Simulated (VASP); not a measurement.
Write the native input for VASP 6.6.1 that does the following.

* Task: single point
* Functional: PBE
* Potentials or basis: VASP PAW PBE potentials, release 64 (Pb_d, Se)
* Cutoff: 520 eV
* k mesh: 8 × 8 × 8
* Occupations: fermi-dirac, width 0.05 eV
* Spin: no spin polarisation
* Dipole correction: no
* Further INCAR settings: ALGO = Normal; EDIFF = 1e-07; NBANDS = 17

The structure of PbSe (Clausthalite) lies in POSCAR:

```
PbSe
1.0
    0.0000000000      3.0809197960      3.0809197960
    3.0809197960      0.0000000000      3.0809197960
    3.0809197960      3.0809197960      0.0000000000
Pb Se
1 1
Direct
    0.0000000000      0.0000000000      0.0000000000
    0.5000000000      0.5000000000      0.5000000000
```

One way to write it, as run:

INCAR

```
PREC     = Accurate       # precision mode
ENCUT    = 520            # plane-wave cutoff, eV
EDIFF    = 1E-7           # SCF threshold, eV
ISMEAR   = -1             # smearing method
SIGMA    = 0.05           # smearing width, eV
LREAL    = False          # projectors in reciprocal space
LASPH    = True           # aspherical terms in the spheres
NELM     = 100            # most SCF steps
ALGO     = Normal         # electronic algorithm
ISIF     = 2              # what is computed and relaxed
LWAVE    = False          # write WAVECAR
LCHARG   = False          # write CHGCAR
GGA      = PE             # functional
NBANDS   = 17             # bands
```

KPOINTS

```
regular mesh
0
Gamma
  8 8 8
```

Potentials or basis: VASP PAW PBE potentials, release 64 (Pb_d, Se).

Run with:

```bash
$ cat potpaw_PBE.64/Pb_d/POTCAR potpaw_PBE.64/Se/POTCAR > POTCAR
$ mpirun -np 1 vasp_std > vasp.out
```

It gave:

The pressure is 1.3 GPa and the band gap on the k mesh is 0.36 eV, direct.

Caveat: spin-orbit coupling is left out, which moves the levels of the heavy elements.

Wall time 37 s on 1 thread of AMD EPYC 7R13 Processor (Zen 3), with other jobs on the host, peak memory 0.16 GiB.
